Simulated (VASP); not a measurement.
# SrTiO3 in VASP: notebook

The runs below take SrTiO3 through electric field gradients, with PBE.

All numbers are computed with VASP 6.6.1; they aren't measurements. Logs are shortened: lines on timing, memory, paths and dates and some standing lists are left out, and cuts for length are marked.

## (1) The cell of the first run

The structure is cubic, space group Pm-3m (No. 221). The conventional cell has a = 3.931 Å, b = 3.931 Å, c = 3.931 Å, α = 90.00°, β = 90.00°, γ = 90.00°. Sr (site symmetry m-3m) has 12 O at 2.78 Å and 8 Ti at 3.40 Å within 3.7 Å. Within 2.6 Å of Ti (site symmetry m-3m) lie 6 O at 1.97 Å. Within 2.6 Å of O (site symmetry 4/mmm) lie 2 Ti at 1.97 Å.

## (2) Electric field gradients, PBE (volume scaled by 1.02)

INCAR

```
SYSTEM = SrTiO3
ALGO = Normal
EDIFF = 1E-8
ENCUT = 520
GGA = PE
ISIF = 2
ISMEAR = -1
LASPH = .True.
LCHARG = .False.
LEFG = .True.
LREAL = .False.
LWAVE = .False.
NBANDS = 28
NELM = 60
PREC = Accurate
SIGMA = 0.05
```

KPOINTS

```
k-points
0
Gamma
  7 7 7
  0 0 0
```

POSCAR

```
SrTiO3
1.0
    3.9308616808      0.0000000000      0.0000000000
    0.0000000000      3.9308616808      0.0000000000
    0.0000000000      0.0000000000      3.9308616808
Sr Ti O
1 1 3
Direct
    0.0000000000      0.0000000000      0.0000000000
    0.5000000000      0.5000000000      0.5000000000
    0.0000000000      0.5000000000      0.5000000000
    0.5000000000      0.0000000000      0.5000000000
    0.5000000000      0.5000000000      0.0000000000
```

Potentials or basis: VASP PAW PBE potentials, release 64 (Sr_sv, Ti_sv, O).

Launch:

```sh
$ cat potpaw_PBE.64/Sr_sv/POTCAR potpaw_PBE.64/Ti_sv/POTCAR potpaw_PBE.64/O/POTCAR > POTCAR
$ mpirun -np 1 vasp_std > vasp.out
```

OUTCAR:

```text
SYSTEM = SrTiO3
   EDIFF = 1E-8
   ENCUT = 520
   GGA = PE
   ISIF = 2
   ISMEAR = -1
   LASPH = .True.
   LREAL = .False.
   NELM = 60
   PREC = Accurate

 ion  position               nearest neighbor table
   1  0.000  0.000  0.000-   3 2.78   4 2.78   5 2.78   3 2.78   4 2.78   3 2.78   5 2.78   3 2.78
                             4 2.78   5 2.78   4 2.78   5 2.78   2 3.40   2 3.40   2 3.40   2 3.40
   2  0.500  0.500  0.500-   3 1.97   4 1.97   5 1.97   5 1.97   4 1.97   3 1.97   1 3.40   1 3.40
                             1 3.40   1 3.40   1 3.40   1 3.40   1 3.40   1 3.40
   3  0.000  0.500  0.500-   2 1.97   2 1.97   1 2.78   1 2.78   1 2.78   1 2.78
   4  0.500  0.000  0.500-   2 1.97   2 1.97   1 2.78   1 2.78   1 2.78   1 2.78
   5  0.500  0.500  0.000-   2 1.97   2 1.97   1 2.78   1 2.78   1 2.78   1 2.78

  LATTYP: Found a simple cubic cell.
 ALAT       =     3.9308616808

  Lattice vectors:

 A1 = (   3.9308616808,   0.0000000000,   0.0000000000)
 A2 = (   0.0000000000,   3.9308616808,   0.0000000000)
 A3 = (   0.0000000000,   0.0000000000,   3.9308616808)

Analysis of symmetry for initial positions (statically):
=====================================================================
 Subroutine PRICEL returns:
 Original cell was already a primitive cell.

 Routine SETGRP: Setting up the symmetry group for a
 simple cubic supercell.

 Subroutine GETGRP returns: Found 48 space group operations
 (whereof 48 operations were pure point group operations)
 out of a pool of 48 trial point group operations.

The static configuration has the point symmetry O_h .

Analysis of symmetry for dynamics (positions and initial velocities):
=====================================================================
 Subroutine PRICEL returns:
 Original cell was already a primitive cell.

 Routine SETGRP: Setting up the symmetry group for a
 simple cubic supercell.

 Subroutine GETGRP returns: Found 48 space group operations
 (whereof 48 operations were pure point group operations)
 out of a pool of 48 trial point group operations.

The dynamic configuration has the point symmetry O_h .

 Subroutine INISYM returns: Found 48 space group operations
 (whereof 48 operations are pure point group operations),
 and found     1 'primitive' translations

----------------------------------------------------------------------------------------

                                     Primitive cell

  volume of cell :      60.7384

  direct lattice vectors                    reciprocal lattice vectors
     3.930861681  0.000000000  0.000000000     0.254397148  0.000000000  0.000000000
     0.000000000  3.930861681  0.000000000     0.000000000  0.254397148  0.000000000
     0.000000000  0.000000000  3.930861681     0.000000000  0.000000000  0.254397148

  length of vectors
     3.930861681  3.930861681  3.930861681     0.254397148  0.254397148  0.254397148

  position of ions in fractional coordinates (direct lattice)
     0.000000000  0.000000000  0.000000000
     0.500000000  0.500000000  0.500000000
     0.000000000  0.500000000  0.500000000
     0.500000000  0.000000000  0.500000000
     0.500000000  0.500000000  0.000000000

  ion indices of the primitive-cell ions
   primitive index   ion index
                 1           1
                 2           2
                 3           3
                 4           4
                 5           5

----------------------------------------------------------------------------------------

 KPOINTS: k-points

Automatic generation of k-mesh.
 Grid dimensions read from file:
 generate k-points for:    7    7    7

 Generating k-lattice:

  Cartesian coordinates                     Fractional coordinates (reciprocal lattice)
     0.036342450  0.000000000  0.000000000     0.142857143  0.000000000  0.000000000
     0.000000000  0.036342450  0.000000000     0.000000000  0.142857143  0.000000000
     0.000000000  0.000000000  0.036342450     0.000000000  0.000000000  0.142857143
[... 45 lines left out ...]
   ICHARG =      2    charge: 1-file 2-atom 10-const
   ISPIN  =      1    spin polarized calculation?
   LNONCOLLINEAR =      F non collinear calculations
   LSORBIT =      F    spin-orbit coupling
   LASPH  =      T    aspherical Exc in radial PAW
   ENCUT  =  520.0 eV  38.22 Ry    6.18 a.u.   7.31  7.31  7.31*2*pi/ulx,y,z
   NELM   =     60;   NELMIN=  2; NELMDL= -5     # of ELM steps
   EDIFF  = 0.1E-07   stopping-criterion for ELM
   LREAL  =      F    real-space projection
   EDIFFG = 0.1E-06   stopping-criterion for IOM
   NSW    =      0    number of steps for IOM
   IBRION =     -1    ionic relax: 0-MD 1-quasi-New 2-CG
   NFREE  =      0    steps in history (QN), initial steepest desc. (CG)
   ISIF   =      2    stress and relaxation
   ISYM   =      2    0-nonsym 1-usesym 2-fastsym
   POTIM  = 0.5000    time-step for ionic-motion
   TEBEG  =    0.0;   TEEND  =   0.0 temperature during run
   PSTRESS=    0.0 pullay stress
   NELECT =      40.0000    total number of electrons
   NUPDOWN=      -1.0000    fix difference up-down
   EMIN   =  10.00;   EMAX   =-10.00  energy-range for DOS
   EFERMI =   0.00;   METHOD = LEGACY
   ISMEAR =    -1;   SIGMA  =   0.05  broadening in eV -4-tet -1-fermi 0-gaus
   EFERMI_NEDOS =   21; number of points for ismear=-14 and -15
   IALGO  =     38    algorithm
   IMIX   =      4    mixing-type and parameters
     AMIX     =   0.40;   BMIX     =  1.00
     AMIX_MAG =   1.60;   BMIX_MAG =  1.00
  volume/ion in A,a.u.               =      12.15        81.98
  Fermi-wavevector in a.u.,A,eV,Ry     =   1.424318  2.691571 27.601904  2.028683
  Thomas-Fermi vector in A             =   2.544822
   LORBIT       =      0    0 simple, 1 ext, 2 COOP (PROOUT), +10 PAW based schemes
   GGA     = PE    functional components
   LHFCALC =     F    Hartree Fock is set to
   AEXX    =    0.0000 exact exchange contribution
   IVDW    =     0    specifies the selected vdW correction
   LEPSILON=     F    determine dielectric tensor
   LRPA    =     F    only Hartree local field effects (RPA)
 non-spin polarized calculation
  energy-cutoff  :      520.00
  volume of cell :       60.74
 maximum number of plane-waves:      1650
 NGX is ok and might be reduce to    30
   NGX = 15   NGY = 15   NGZ = 15

 number of electron      39.9999992 magnetization

 Free energy of the ion-electron system (eV)
  ---------------------------------------------------
  ext. energy  EPLUGINS =         0.00000000
  ---------------------------------------------------
  free energy    TOTEN  =       -40.10127757 eV

  energy without entropy =      -40.10127757  energy(sigma->0) =      -40.10127757

 E-fermi :   4.9124     XC(G=0): -11.1666

 val. band max:        3.9414509911   @ k =   0.4286   0.4286   0.4286
 cond. band min:       5.8234588740   @ k =   0.0000   0.0000   0.0000
 fundamental gap:      1.8820078829
 Fermi energy:         4.9124013430

 k-point     1 :       0.0000    0.0000    0.0000
  band No.  band energies     occupation
      1     -52.5413      2.00000
      2     -28.8470      2.00000
      3     -28.7750      2.00000
      4     -28.7750      2.00000
      5     -28.7750      2.00000
      6     -13.3520      2.00000
[... 609 lines left out ...]
     27      11.9980      0.00000
     28      11.9980      0.00000

------------------------ aborting loop because EDIFF is reached ----------------------------------------

  FORCE on cell =-STRESS in cart. coord.  units (eV):
  Direction    XX          YY          ZZ          XY          YZ          ZX
  --------------------------------------------------------------------------------------
  -------------------------------------------------------------------------------------
  Total        0.5127602      0.5127602      0.5127602      0.0000000      0.0000000      0.0000000
  in kB       13.5257573     13.5257573     13.5257573      0.0000000      0.0000000      0.0000000
  external PRESSURE =      13.5257573 kB  Pullay stress =       0.0000000 kB

 VOLUME and BASIS-vectors are now :
 -----------------------------------------------------------------------------
  energy-cutoff  :      520.00
  volume of cell :       60.74
      direct lattice vectors                 reciprocal lattice vectors
     3.930861681  0.000000000  0.000000000     0.254397148  0.000000000  0.000000000
     0.000000000  3.930861681  0.000000000     0.000000000  0.254397148  0.000000000
     0.000000000  0.000000000  3.930861681     0.000000000  0.000000000  0.254397148

 POSITION                                       TOTAL-FORCE (eV/Angst)
 -----------------------------------------------------------------------------------
      0.00000      0.00000      0.00000         0.000000      0.000000      0.000000
      1.96543      1.96543      1.96543         0.000000      0.000000      0.000000
      0.00000      1.96543      1.96543         0.000000      0.000000      0.000000
      1.96543      0.00000      1.96543         0.000000      0.000000      0.000000
      1.96543      1.96543      0.00000         0.000000      0.000000      0.000000
 -----------------------------------------------------------------------------------
    total drift:                                0.000000      0.000000     -0.000000

  FREE ENERGIE OF THE ION-ELECTRON SYSTEM (eV)
  ---------------------------------------------------
  free  energy   TOTEN  =       -40.1012775682 eV

  energy  without entropy=      -40.1012775671  energy(sigma->0) =      -40.10127757

 Electric field gradients (V/A^2)
---------------------------------------------------------------------
 ion       V_xx      V_yy      V_zz      V_xy      V_xz      V_yz
---------------------------------------------------------------------
   1      -0.000    -0.000    -0.000     0.000    -0.000     0.000
   2      -0.000     0.000    -0.000    -0.000    -0.000    -0.000
   3      13.415    -6.707    -6.707    -0.000    -0.000     0.000
   4      -6.707    13.415    -6.707     0.000    -0.000     0.000
   5      -6.707    -6.707    13.415    -0.000    -0.000    -0.000
---------------------------------------------------------------------

 Electric field gradients after diagonalization (V/A^2)
 (convention: |V_zz| > |V_xx| > |V_yy|)
----------------------------------------------------------------------
 ion       V_xx      V_yy      V_zz     asymmetry (V_yy - V_xx)/ V_zz
----------------------------------------------------------------------
   1      -0.000    -0.000    -0.000      -0.087
   2      -0.000     0.000    -0.000      -0.327
   3      -6.707    -6.707    13.415       0.000
   4      -6.707    -6.707    13.415       0.000
   5      -6.707    -6.707    13.415       0.000
----------------------------------------------------------------------

           NMR quadrupolar parameters

 Cq : quadrupolar parameter    Cq=e*Q*V_zz/h
 eta: asymmetry parameters     (V_yy - V_xx)/ V_zz
 Q  : nuclear electric quadrupole moment in mb (millibarn)
----------------------------------------------------------------------
 ion       Cq(MHz)       eta       Q (mb)
----------------------------------------------------------------------
   1      -0.000      -0.087       1.000
   2      -0.000      -0.327       1.000
   3       0.032       0.000       1.000
   4       0.032       0.000       1.000
   5       0.032       0.000       1.000
----------------------------------------------------------------------
```

Wall time 21 s (1 thread of Intel Xeon 6975P-C (Granite Rapids), shared host); peak memory 0.19 GiB.

What came out:

```yaml
Free_energy: -40.1013 eV
Pressure: 1.4 GPa
Band_gap_on_the_k_mesh: 1.88 eV, indirect (least direct gap 2.19 eV)
```

Levels at points of the mesh, in eV from the valence-band top:
```csv
k point,band 18,band 19,band 20,band 21,band 22,band 23
"(0.00, 0.00, 0.00)",-0.30,-0.30,-0.30,1.88,1.88,1.88
```

Electric field gradients, principal values (V/Å²):
```csv
atom,least,middle,greatest (by size)
1 Sr,0.000,0.000,0.000
2 Ti,0.000,0.000,0.000
3 O,-6.707,-6.707,13.415
4 O,-6.707,-6.707,13.415
5 O,-6.707,-6.707,13.415
```

Caveat: without QUAD_EFG the Cq values of the log hold for a quadrupole moment of 1 mb, not for the nuclei.

(Continued in part 2 of 2.)
